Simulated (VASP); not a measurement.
A run of VASP 6.6.1 is set up as follows.

INCAR

```
SYSTEM = Cu
PREC = Accurate
ENCUT = 520
EDIFF = 1E-6
ISMEAR = -1
SIGMA = 0.1
LREAL = .False.
LASPH = .True.
NELM = 60
ALGO = Normal
ISIF = 2
LWAVE = .False.
LCHARG = .False.
GGA = PS
NBANDS = 12
```

The input KPOINTS:

```
regular mesh
0
Gamma
  13 13 13
  0 0 0
```

File POSCAR:

```
Cu
1.0
    2.3596178847      0.0000000000      0.0000000000
    0.0000000000      2.3596178847      0.0000000000
    0.0000000000      0.0000000000      2.3596178847
Cu
1
Direct
    0.0000000000      0.0000000000      0.0000000000
```

Potentials or basis: VASP PAW PBE potentials, release 64 (Cu).

The run is started by

```sh
$ cat potpaw_PBE.64/Cu/POTCAR > POTCAR
$ mpirun -np 1 vasp_std > vasp.out
```

Task: Estimate the pressure.

Result: 0.5 GPa.

Caveat: the PAW data sets were made with another functional, which shifts forces and pressure a little.
